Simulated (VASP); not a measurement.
Here is a VASP 6.6.1 calculation.

File INCAR:

```
ALGO     = Normal         # electronic algorithm
EDIFF    = 1E-6           # SCF threshold, eV
EDIFFG   = -0.01          # ionic threshold
ENCUT    = 600            # plane-wave cutoff, eV
GGA      = PE             # functional
IBRION   = 2              # ionic algorithm
ISIF     = 3              # what is computed and relaxed
ISMEAR   = 0              # smearing method
LASPH    = True           # aspherical terms in the spheres
LCHARG   = False          # write CHGCAR
LREAL    = False          # projectors in reciprocal space
LWAVE    = False          # write WAVECAR
NELM     = 100            # most SCF steps
NSW      = 100            # ionic steps
PREC     = Accurate       # precision mode
SIGMA    = 0.1            # smearing width, eV
```

The input KPOINTS:

```
k-points
0
Gamma
  8 8 8
```

File POSCAR:

```
ScPbS4
1.0
    0.0000000000      3.9061852032      3.9061852032
    3.9061852032      0.0000000000      3.9061852032
    3.9061852032      3.9061852032      0.0000000000
Sc Pb S
1 1 4
Direct
    0.2500000000      0.2500000000      0.2500000000
    0.0000000000      0.0000000000      0.0000000000
    0.6228437569      0.6228437569      0.6228437569
    0.1314687294      0.6228437569      0.6228437569
    0.6228437569      0.6228437569      0.1314687294
    0.6228437569      0.1314687294      0.6228437569
```

Potentials or basis: VASP PAW PBE potentials, release 64 (Sc_sv, Pb_d, S).

Launch:

```console
$ cat potpaw_PBE.64/Sc_sv/POTCAR potpaw_PBE.64/Pb_d/POTCAR potpaw_PBE.64/S/POTCAR > POTCAR
$ mpirun -np 1 vasp_std > vasp.out
```

Problem. Estimate the relaxed cell.

Solution. a = 5.499 Å, b = 5.499 Å, c = 5.499 Å, α = 60.00°, β = 60.00°, γ = 60.00°.

Problem. Estimate the space group after relaxing (to 0.05 Å).

Solution. F-43m (No. 216).

Final structure:
```yaml
crystal:
  lattice:
    - [0.00000, 3.88860, 3.88860]
    - [3.88860, 0.00000, 3.88860]
    - [3.88860, 3.88860, 0.00000]
  atoms:
    - { symbol: Sc, position: [0.25000, 0.25000, 0.25000] }
    - { symbol: Pb, position: [0.00000, 0.00000, 0.00000] }
    - { symbol: S, position: [0.62281, 0.62281, 0.62281] }
    - { symbol: S, position: [0.13157, 0.62281, 0.62281] }
    - { symbol: S, position: [0.62281, 0.62281, 0.13157] }
    - { symbol: S, position: [0.62281, 0.13157, 0.62281] }
```
